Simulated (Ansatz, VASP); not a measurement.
Two plane-wave programs on CsO

File INCAR:

```
ALGO = Normal
EDIFF = 1E-7
ENCUT = 520
ISIF = 2
ISMEAR = 0
LASPH = T
LCHARG = T
LELF = T
LREAL = F
LVHAR = T
LWAVE = F
NBANDS = 23
NELM = 80
PREC = Accurate
SIGMA = 0.05
```

KPOINTS

```
k-points
0
Gamma
  8 8 8
```

Contents of POSCAR:

```
CsO
1.0
   -2.1610000000      3.4079000000      3.7585000000
    2.1610000000     -3.4079000000      3.7585000000
    2.1610000000      3.4079000000     -3.7585000000
Cs O
2 2
Direct
    0.2500000000      0.2500000000      0.0000000000
    0.7500000000      0.7500000000      0.0000000000
    0.6200000000      0.0000000000      0.6200000000
    0.3800000000      0.0000000000      0.3800000000
```

Input for Ansatz:

```yaml
crystal:
  lattice:
    - [-2.161, 3.4079, 3.7585]
    - [2.161, -3.4079, 3.7585]
    - [2.161, 3.4079, -3.7585]
  atoms:
    - { symbol: Cs, position: [0.25, 0.25, 0.0] }
    - { symbol: Cs, position: [0.75, 0.75, 0.0] }
    - { symbol: O, position: [0.62, 0.0, 0.62] }
    - { symbol: O, position: [0.38, 0.0, 0.38] }
basis:
  ecutwfc: 420
kpoints:
  mp_grid: { grid: [8, 8, 8] }
hamiltonian:
  xc: lda
scf:
  occupations: { method: gaussian, width: 0.05 }
output:
  forces: true
  stress: true
  eigenvalues: true
```

Change from the starting cell: strain +0.0600 x Voigt [0, 1, 0, 0, 0, 0], atoms carried along.

Alike in both runs: task single point; functional LDA; k mesh 8 × 8 × 8; occupations gaussian, width 0.05 eV; no spin polarisation.

|  | VASP | Ansatz |
| --- | --- | --- |
| version | VASP 6.6.1 | Ansatz 0.2.0 |
| potentials or method | VASP PAW LDA potentials, release 64 (Cs_sv, O), cutoff 520 eV | scalar-relativistic, plane waves, PAW |
| valence electrons in the cell | 30 | 30 |

```csv
,VASP,Ansatz,Ansatz less VASP
gap on the k mesh at the Fermi level (eV),1.53,1.54,+0.014
least direct gap on the mesh (eV),1.65,1.66,+0.015
pressure (GPa),-5.0,-5.2,-0.22
"traceless stress, the component that is largest in VASP (GPa)",-3.55,-3.62,-0.065
rms of the force components (eV/Å),0.866,0.913,+0.0466
```

LDA's correlation is that of Perdew and Zunger in VASP and of Perdew and Wang (1992) in Ansatz. Atom by atom the forces differ by 0.047 eV/Å (rms over components).

Neither program's run includes spin-orbit coupling.
